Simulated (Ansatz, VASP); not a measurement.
## Fe3Pb in VASP and in Ansatz

File INCAR:

```
  ALGO = Fast
  EDIFF = 1E-6
  EDIFFG = -0.01
  ENCUT = 600
  GGA = PE
  IBRION = 2
  ISIF = 3
  ISMEAR = 0
  LASPH = True
  LCHARG = False
  LREAL = False
  LWAVE = False
  NELM = 80
  NSW = 80
  PREC = Accurate
  SIGMA = 0.1
```

File KPOINTS:

```
k-points
0
Gamma
  12 12 12
```

The input POSCAR:

```
Fe3Pb
1.0
    0.0000000000      3.0723652442      3.0723652442
    3.0723652442      0.0000000000      3.0723652442
    3.0723652442      3.0723652442      0.0000000000
Fe Pb
3 1
Direct
    0.2500000000      0.2500000000      0.2500000000
    0.7500000000      0.7500000000      0.7500000000
    0.5000000000      0.5000000000      0.5000000000
    0.0000000000      0.0000000000      0.0000000000
```

Input for Ansatz:

```yaml
crystal:
  lattice:
    - [0.0, 3.0723652442, 3.0723652442]
    - [3.0723652442, 0.0, 3.0723652442]
    - [3.0723652442, 3.0723652442, 0.0]
  atoms:
    - { symbol: Fe, position: [0.25, 0.25, 0.25] }
    - { symbol: Fe, position: [0.75, 0.75, 0.75] }
    - { symbol: Fe, position: [0.5, 0.5, 0.5] }
    - { symbol: Pb, position: [0.0, 0.0, 0.0] }
basis:
  ecutwfc: 420
kpoints:
  mp_grid: { grid: [12, 12, 12] }
hamiltonian:
  xc: pbe
scf:
  occupations: { method: gaussian, width: 0.1 }
  lower_state_search: "off"
output:
  forces: true
  stress: true
  eigenvalues: true
relax:
  adjacent_minimum: "off"
  f_tol: 0.01
  max_steps: 60
  cell: { stress_tol: 0.05 }
```

Alike in both runs: task relaxation of cell and atoms; functional PBE; k mesh 12 × 12 × 12; occupations gaussian, width 0.1 eV; no spin polarisation.

|  | VASP | Ansatz |
| --- | --- | --- |
| version | VASP 6.6.1 | Ansatz 0.2.0 |
| potentials or method | VASP PAW PBE potentials, release 64 (Fe, Pb_d), cutoff 600 eV | scalar-relativistic, plane waves, PAW |
| valence electrons in the cell | 38 | 62 |

```tsv
	VASP	Ansatz	Ansatz less VASP
gap on the k mesh at the Fermi level, each at its own relaxed structure (eV)	none	none	-
relaxed volume (Å³/atom)	13.51	13.52	+0.008
relaxed length of the cell vector where the two differ most in proportion (Å)	4.243	4.244	+0.0009
```

A gap of «none» marks a metal or a gap that the smearing closes. VASP's potentials hold 38 valence electrons a cell and Ansatz's 62, so a difference there can come from the potentials and not from the codes.

Neither program's run includes spin-orbit coupling.
